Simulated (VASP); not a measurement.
Here is a VASP 6.6.1 calculation.

Contents of INCAR:

```
  PREC = Accurate
  ENCUT = 520
  EDIFF = 1E-6
  ISMEAR = 0
  SIGMA = 0.1
  LREAL = False
  LASPH = True
  NELM = 100
  ALGO = Fast
  ISIF = 2
  LWAVE = False
  LCHARG = True
  GGA = PS
  LELF = True
  LVHAR = True
  NBANDS = 28
```

The input KPOINTS:

```
regular mesh
0
Gamma
  14 14 14
```

Contents of POSCAR:

```
W
1.0
    0.0000000000      0.0000000000     -3.1529235963
   -3.1529235963      0.0000000000      0.0000000000
    1.5764617982      4.7354063429      1.5764617982
W
3
Direct
    0.6666666667      0.6666666667      0.3333333333
    0.0000000000      0.0000000000      0.0000000000
    0.3333333333      0.3333333333      0.6666666667
```

Potentials or basis: VASP PAW PBE potentials, release 64 (W_sv).

Command:

```bash
$ cat potpaw_PBE.64/W_sv/POTCAR > POTCAR
$ mpirun -np 1 vasp_std > vasp.out
```

**Question.** Estimate the pressure.

**Answer.** 0.6 GPa.

**Question.** Estimate the band gap on the k mesh.

**Answer.** Zero (band 21 reaches 12.92 eV, above the bottom of band 22 at 10.50 eV).

Caveat: the PAW data sets were made with another functional, which shifts forces and pressure a little; spin-orbit coupling is left out, which moves the levels of the heavy elements.
